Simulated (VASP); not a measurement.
# Ge (Cmcm) in VASP: single point with PBE-based screened hybrid with 25 % exact exchange

Aim: the single point of Ge with PBE-based screened hybrid with 25 % exact exchange.

All numbers are computed with VASP 6.6.1; they aren't measurements. Logs are shortened: lines on timing, memory, paths and dates and some standing lists are left out, and cuts for length are marked.

**1. The cell of the first run**

The structure is orthorhombic, space group Cmcm (No. 63). The conventional cell has a = 2.976 Å, b = 5.189 Å, c = 4.728 Å, α = 90.00°, β = 90.00°, γ = 90.00°. Within 3.9 Å of Ge (site symmetry m2m) lie 12 Ge at 2.92 to 2.99 Å.

This isn't the form of Ge at room conditions, which is diamond.

**2. Single point, PBE-based screened hybrid with 25 % exact exchange**

POSCAR

```
Ge
1.0
    1.4880529250     -2.5946896100      0.0000000000
    1.4880529250      2.5946896100      0.0000000000
    0.0000000000      0.0000000000      4.7275957900
Ge
2
Direct
    0.3334466300      0.6665533700      0.2500000000
    0.6665533700      0.3334466300      0.7500000000
```

INCAR.step1

```
SYSTEM = Ge
PREC = Accurate
ENCUT = 520
EDIFF = 1E-5
ISMEAR = -1
SIGMA = 0.05
LREAL = .False.
LASPH = .True.
NELM = 100
ALGO = Normal
ISIF = 2
LWAVE = .True.
LCHARG = .False.
GGA = PE
NBANDS = 21
```

INCAR.step2

```
SYSTEM = Ge
PREC = Accurate
ENCUT = 520
EDIFF = 1E-6
ISMEAR = -1
SIGMA = 0.05
LREAL = .False.
LASPH = .True.
NELM = 100
ALGO = Normal
ISIF = 2
LWAVE = .False.
LCHARG = .False.
GGA = PE
LHFCALC = .True.
AEXX = 0.25
HFSCREEN = 0.3
PRECFOCK = Normal
ISTART = 1
NBANDS = 21
```

KPOINTS

```
Automatic mesh
0
Gamma
  5 5 3
  0 0 0
```

Potentials or basis: VASP PAW PBE potentials, release 64 (Ge_d).

Run with:

```
$ cat potpaw_PBE.64/Ge_d/POTCAR > POTCAR
$ cp INCAR.step1 INCAR
$ mpirun -np 1 vasp_std > vasp.out
$ cp INCAR.step2 INCAR
$ mpirun -np 1 vasp_std > vasp.out
```

OUTCAR:

```text
SYSTEM = Ge
   PREC = Accurate
   ENCUT = 520
   EDIFF = 1E-6
   ISMEAR = -1
   LREAL = .False.
   LASPH = .True.
   NELM = 100
   ISIF = 2
   GGA = PE
   LHFCALC = .True.
   AEXX = 0.25
   HFSCREEN = 0.3
   PRECFOCK = Normal
   ISTART = 1

 ion  position               nearest neighbor table
   1  0.333  0.667  0.250-
   2  0.667  0.333  0.750-

  LATTYP: Found a base centered orthorhombic cell.
 ALAT       =     2.9761058500
 B/A-ratio  =     1.7436809984
 C/A-ratio  =     1.5885173540

  Lattice vectors:

 A1 = (   1.4880529250,  -2.5946896100,   0.0000000000)
 A2 = (   1.4880529250,   2.5946896100,   0.0000000000)
 A3 = (   0.0000000000,   0.0000000000,   4.7275957900)

Analysis of symmetry for initial positions (statically):
=====================================================================
 Subroutine PRICEL returns:
 Original cell was already a primitive cell.

 Routine SETGRP: Setting up the symmetry group for a
 base centered orthorhombic supercell.

 Subroutine GETGRP returns: Found  8 space group operations
 (whereof  4 operations were pure point group operations)
 out of a pool of  8 trial point group operations.

The static configuration has the point symmetry C_2h.
 The point group associated with its full space group is D_2h.

Analysis of symmetry for dynamics (positions and initial velocities):
=====================================================================
 Subroutine PRICEL returns:
 Original cell was already a primitive cell.

 Routine SETGRP: Setting up the symmetry group for a
 base centered orthorhombic supercell.

 Subroutine GETGRP returns: Found  8 space group operations
 (whereof  4 operations were pure point group operations)
 out of a pool of  8 trial point group operations.

The dynamic configuration has the point symmetry C_2h.
 The point group associated with its full space group is D_2h.

 Subroutine INISYM returns: Found  8 space group operations
 (whereof  4 operations are pure point group operations),
 and found     1 'primitive' translations

----------------------------------------------------------------------------------------

                                     Primitive cell

  volume of cell :      36.5068

[... 80 lines left out ...]
   NELM   =    100;   NELMIN=  2; NELMDL=  0     # of ELM steps
   EDIFF  = 0.1E-05   stopping-criterion for ELM
   LREAL  =      F    real-space projection
   EDIFFG = 0.1E-04   stopping-criterion for IOM
   NSW    =      0    number of steps for IOM
   IBRION =     -1    ionic relax: 0-MD 1-quasi-New 2-CG
   NFREE  =      0    steps in history (QN), initial steepest desc. (CG)
   ISIF   =      2    stress and relaxation
   ISYM   =      3    0-nonsym 1-usesym 2-fastsym
   POTIM  = 0.5000    time-step for ionic-motion
   TEBEG  =    0.0;   TEEND  =   0.0 temperature during run
   PSTRESS=    0.0 pullay stress
   NELECT =      28.0000    total number of electrons
   NUPDOWN=      -1.0000    fix difference up-down
   EMIN   =  10.00;   EMAX   =-10.00  energy-range for DOS
   EFERMI =   0.00;   METHOD = LEGACY
   ISMEAR =    -1;   SIGMA  =   0.05  broadening in eV -4-tet -1-fermi 0-gaus
   EFERMI_NEDOS =   21; number of points for ismear=-14 and -15
   IALGO  =     38    algorithm
   IMIX   =      1    mixing-type and parameters
     AMIX     =   0.40;   BMIX     =  1.00
     AMIX_MAG =   1.60;   BMIX_MAG =  1.00
  volume/ion in A,a.u.               =      18.25       123.18
  Fermi-wavevector in a.u.,A,eV,Ry     =   1.498544  2.831837 30.553703  2.245634
  Thomas-Fermi vector in A             =   2.610289
   LORBIT       =      0    0 simple, 1 ext, 2 COOP (PROOUT), +10 PAW based schemes
   GGA     = PE    functional components
   LHFCALC =     T    Hartree Fock is set to
   PRECFOCK=normal    Normal, Fast or Accurate (Low or Medium for compatibility)
   ENCUT4O =  -1.0   cutoff for four orbital integrals eV
   NKREDX  =     1    reduce k-point grid by
   NKREDY  =     1    reduce k-point grid by
   NKREDZ  =     1    reduce k-point grid by
   AEXX    =    0.2500 exact exchange contribution
   HFSCREEN=    0.3000 screening length (either q_TF or 0.3 A-1)
   HFSCREENC=   0.3000 screening length for correlation (either q_TF or 0.3 A-1)
   ENCUTFOCK=  -1.0 apply spherical cutoff to Coloumb kernel
   IVDW    =     0    specifies the selected vdW correction
   LEPSILON=     F    determine dielectric tensor
   LRPA    =     F    only Hartree local field effects (RPA)
 non-spin polarized calculation
  energy-cutoff  :      520.00
  volume of cell :       36.51
 maximum number of plane-waves:      1004
 NGX is ok and might be reduce to    24
  NGX = 18; NGY = 18; NGZ = 28

 number of electron      28.0000012 magnetization

 Free energy of the ion-electron system (eV)
  ---------------------------------------------------
  ext. energy  EPLUGINS =         0.00000000
  ---------------------------------------------------
  free energy    TOTEN  =        -9.34175241 eV

  energy without entropy =       -9.32825755  energy(sigma->0) =       -9.33500498

 E-fermi :   6.8844     XC(G=0):  -9.5638

 val. band max:        6.8159024658   @ k =   0.4000   0.2000   0.0000
 cond. band min:       6.9074366993   @ k =   0.2000   0.2000   0.3333
 fundamental gap:      0.0915342335
 Fermi energy:         6.8844250671

 k-point     1 :       0.0000    0.0000    0.0000
  band No.  band energies     occupation
      1     -20.8715      2.00000
      2     -20.8710      2.00000
      3     -20.8674      2.00000
      4     -20.8621      2.00000
      5     -20.8594      2.00000
      6     -20.8588      2.00000
[... 421 lines left out ...]
     20      17.0099      0.00000
     21      18.3112      0.00000

------------------------ aborting loop because EDIFF is reached ----------------------------------------

  FORCE on cell =-STRESS in cart. coord.  units (eV):
  Direction    XX          YY          ZZ          XY          YZ          ZX
  --------------------------------------------------------------------------------------
  -------------------------------------------------------------------------------------
  Total        0.0505356     -0.0130494      2.1754662      0.0000000      0.0000000      0.0000000
  in kB        2.2178601     -0.5727005     95.4748084      0.0000000      0.0000000      0.0000000
  external PRESSURE =      32.3733227 kB  Pullay stress =       0.0000000 kB

 VOLUME and BASIS-vectors are now :
 -----------------------------------------------------------------------------
  energy-cutoff  :      520.00
  volume of cell :       36.51
      direct lattice vectors                 reciprocal lattice vectors
     1.488052925 -2.594689610  0.000000000     0.336009554 -0.192701277  0.000000000
     1.488052925  2.594689610  0.000000000     0.336009554  0.192701277  0.000000000
     0.000000000  0.000000000  4.727595790     0.000000000  0.000000000  0.211524006

 POSITION                                       TOTAL-FORCE (eV/Angst)
 -----------------------------------------------------------------------------------
      1.48805      0.86431      1.18190         0.000000      0.008866      0.000000
      1.48805     -0.86431      3.54570         0.000000     -0.008866     -0.000000
 -----------------------------------------------------------------------------------
    total drift:                               -0.000000      0.000000     -0.000000

  FREE ENERGIE OF THE ION-ELECTRON SYSTEM (eV)
  ---------------------------------------------------
  free  energy   TOTEN  =        -9.3417524073 eV

  energy  without entropy=       -9.3282575484  energy(sigma->0) =       -9.33500498
```

OUTCAR.step1:

```text
SYSTEM = Ge
   PREC = Accurate
   ENCUT = 520
   EDIFF = 1E-5
   ISMEAR = -1
   LREAL = .False.
[... 649 lines left out ...]
      1.48805      0.86431      1.18190         0.000000      0.019584     -0.000000
      1.48805     -0.86431      3.54570         0.000000     -0.019584      0.000000
 -----------------------------------------------------------------------------------
    total drift:                                0.000000     -0.000000      0.000000

  FREE ENERGIE OF THE ION-ELECTRON SYSTEM (eV)
  ---------------------------------------------------
  free  energy   TOTEN  =        -8.2688341971 eV

  energy  without entropy=       -8.2526805668  energy(sigma->0) =       -8.26075738
```

OSZICAR.step1:

```text
N       E                     dE             d eps       ncg     rms          rms(c)
DAV:   1     0.179734132076E+03    0.17973E+03   -0.14060E+04   883   0.384E+03
DAV:   2     0.158512514035E+02   -0.16388E+03   -0.15843E+03   766   0.601E+02
DAV:   3    -0.764682836273E+01   -0.23498E+02   -0.23246E+02   856   0.132E+02
DAV:   4    -0.828885090095E+01   -0.64202E+00   -0.64140E+00   871   0.254E+01
DAV:   5    -0.829817809293E+01   -0.93272E-02   -0.93269E-02   882   0.334E+00    0.166E+00
DAV:   6    -0.827820805713E+01    0.19970E-01   -0.17335E-02  1030   0.206E+00    0.913E-01
DAV:   7    -0.826912838199E+01    0.90797E-02   -0.10978E-02  1025   0.134E+00    0.770E-02
DAV:   8    -0.826882778440E+01    0.30060E-03   -0.97149E-04   926   0.558E-01    0.257E-02
DAV:   9    -0.826883419711E+01   -0.64127E-05   -0.21146E-05   760   0.547E-02
   1 F= -.82688342E+01 E0= -.82607574E+01  d E =-.161536E-01
```

Wall time 72 min (1 thread of Intel Xeon 8259CL, shared host); peak memory 0.26 GiB.

Results:

```
Free energy            : -9.3418 eV
Pressure               : 3.2 GPa
Largest force          : 0.009 eV/Å
Band gap on the k mesh : zero (bands 14 and 15 overlap by 8.60 eV)
```

Forces on the atoms (eV/Å):
```
Ge   0.000  0.009  0.000
Ge   0.000 -0.009  0.000
```

Stress tensor (GPa, compression positive):
```
 0.22  0.00  0.00
 0.00 -0.06  0.00
 0.00  0.00  9.55
```

Caveat: the k points lie up to 0.49 Å⁻¹ apart, too coarse for converged energies and pressures of a metal; the PAW data sets were made with another functional, which shifts forces and pressure a little.

The gap in the log of VASP goes by the Fermi energy; the results here count the filled bands.